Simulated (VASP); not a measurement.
Input of a VASP 6.6.1 run:

Contents of INCAR:

```
PREC = Accurate
ENCUT = 520
EDIFF = 1E-6
ISMEAR = -1
SIGMA = 0.1
LREAL = F
LASPH = T
NELM = 60
ALGO = Normal
ISIF = 2
LWAVE = F
LCHARG = F
GGA = RP
NBANDS = 14
```

File KPOINTS:

```
regular mesh
0
Gamma
  9 9 12
```

The input POSCAR:

```
As
1.0
    4.9477388944      0.0000000000      0.0000000000
   -2.4738694472      4.2848675738      0.0000000000
    0.0000000000      0.0000000000      2.8851112381
As
3
Direct
    0.0000000000      1.0000000000      0.0000000000
    0.3333333333      0.6666666667      0.5000000000
    0.6666666667      0.3333333333      0.5000000000
```

Potentials or basis: VASP PAW PBE potentials, release 64 (As).

Run with:

```bash
$ cat potpaw_PBE.64/As/POTCAR > POTCAR
$ mpirun -np 1 vasp_std > vasp.out
```

**Question.** Estimate the pressure.

**Answer.** -2.5 GPa.

Stress tensor (GPa, compression positive):
```
-2.70  0.00  0.00
 0.00 -2.70  0.00
 0.00  0.00 -2.14
```

Caveat: the PAW data sets were made with another functional, which shifts forces and pressure a little.
